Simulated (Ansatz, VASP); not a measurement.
## CdS in VASP and in Ansatz

File POSCAR:

```
CdS
1.0
    0.0000000000      2.7532440000      2.7532440000
    2.7532440000      0.0000000000      2.7532440000
    2.7532440000      2.7532440000      0.0000000000
Cd S
1 1
Direct
    0.0000000000      0.0000000000      0.0000000000
    0.5000000000      0.5000000000      0.5000000000
```

Contents of INCAR.step1:

```
SYSTEM = CdS
  ALGO = Normal
  EDIFF = 1E-5
  ENCUT = 600
  GGA = PE
  ISMEAR = -1
  LASPH = .TRUE.
  LCHARG = .FALSE.
  LREAL = .FALSE.
  LWAVE = .TRUE.
  NBANDS = 16
  NELM = 80
  PREC = Accurate
  SIGMA = 0.05
```

The input INCAR.step2:

```
SYSTEM = CdS
  AEXX = 0.2
  AGGAC = 0.81
  AGGAX = 0.72
  ALDAC = 0.19
  ALGO = Normal
  EDIFF = 1E-7
  EDIFFG = -0.01
  ENCUT = 600
  GGA = B3
  IBRION = 2
  ISIF = 3
  ISMEAR = -1
  ISTART = 1
  LASPH = .TRUE.
  LCHARG = .FALSE.
  LHFCALC = .TRUE.
  LREAL = .FALSE.
  LWAVE = .FALSE.
  NELM = 80
  NSW = 60
  PREC = Accurate
  PRECFOCK = Normal
  SIGMA = 0.05
```

Contents of KPOINTS:

```
k-points
0
G
  4 4 4
  0 0 0
```

input

```
crystal:
  lattice:
    - [0.0, 2.753244, 2.753244]
    - [2.753244, 0.0, 2.753244]
    - [2.753244, 2.753244, 0.0]
  atoms:
    - { symbol: Cd, position: [0.0, 0.0, 0.0] }
    - { symbol: S, position: [0.5, 0.5, 0.5] }
hamiltonian:
  xc: b3lyp
  pseudopotentials: { kind: paw }
kpoints:
  mp_grid: { grid: [4, 4, 4] }
scf:
  occupations: { method: fermi_dirac, width: 0.05 }
output:
  forces: true
  stress: true
  eigenvalues: true
  write_density: true
  write_potential: true
  elf: true
  volumetric_format: npy
relax:
  f_tol: 0.01
  max_steps: 40
  cell: { stress_tol: 0.05 }
```

Alike in both runs: task relaxation of cell and atoms; functional B3LYP; k mesh 4 × 4 × 4; occupations fermi-dirac, width 0.05 eV; no spin polarisation.

|  | VASP | Ansatz |
| --- | --- | --- |
| version | VASP 6.6.1 | Ansatz 0.2.0 |
| potentials or method | VASP PAW PBE potentials, release 64 (Cd, S) | Ansatz PAW |
| plane-wave cutoff (eV) | 600 | 420 |
| valence electrons in the cell | 18 | 26 |

VASP gave:

- gap on the k mesh at the Fermi level, each at its own relaxed structure (eV): 1.48
- relaxed volume (Å³/atom): 21.49
- relaxed length of the cell vector where the two differ most in proportion (Å): 3.932

Q: Estimate Ansatz's values.

A: gap on the k mesh at the Fermi level, each at its own relaxed structure (eV): 1.43; relaxed volume (Å³/atom): 21.41; relaxed length of the cell vector where the two differ most in proportion (Å): 3.927.

VASP's potentials were made for PBE, not for B3LYP. VASP's potentials hold 18 valence electrons a cell and Ansatz's 26, so a difference there can come from the potentials and not from the codes.

The k mesh is coarse, so the values compare programs but aren't converged. Noted on Ansatz's run: the plane-wave basis is chosen anew once the cell has moved, so the energies of steps on either side of that aren't comparable.
